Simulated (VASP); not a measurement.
Here is a VASP 6.6.1 calculation.

Contents of INCAR:

```
ALGO = Normal
EDIFF = 1E-6
ENCUT = 520
GGA = PE
ISIF = 2
ISMEAR = 0
LASPH = T
LCHARG = T
LELF = T
LREAL = F
LVHAR = T
LWAVE = F
NBANDS = 66
NELM = 100
PREC = Accurate
SIGMA = 0.1
```

The input KPOINTS:

```
k-points
0
Gamma
  4 4 4
```

Contents of POSCAR:

```
Ge
1.0
    3.9822139500      0.0000000000      0.0000000000
    0.0000000000      6.8375846300      0.0000000000
    0.0000000000      0.0000000000      6.9556324500
Ge
8
Direct
    0.1812587000      0.8705480100      0.1075797100
    0.8187413000      0.1294519900      0.1075797100
    0.1812587000      0.6294519900      0.6075797100
    0.8187413000      0.3705480100      0.6075797100
    0.7517375200      0.4107488200      0.9331580000
    0.2482624800      0.5892511800      0.9331580000
    0.7517375200      0.0892511800      0.4331580000
    0.2482624800      0.9107488200      0.4331580000
```

Potentials or basis: VASP PAW PBE potentials, release 64 (Ge_d).

The run is started by

```console
$ cat potpaw_PBE.64/Ge_d/POTCAR > POTCAR
$ mpirun -np 1 vasp_std > vasp.out
```

Question: What does it give for the pressure?

Answer: 15.2 GPa.

Question: What does it give for the band gap on the k mesh?

Answer: Zero (band 56 reaches 4.98 eV, above the bottom of band 57 at 4.68 eV).

Question: What does it give for the largest force?

Answer: 1.730 eV/Å.

Stress tensor (GPa, compression positive):
```
11.95  0.00  0.00
 0.00 13.23  0.00
 0.00  0.00 20.36
```

Caveat: the k points lie up to 0.39 Å⁻¹ apart; forces of over 1 eV/Å act on the atoms, so gaps and moduli don't describe the material at rest.
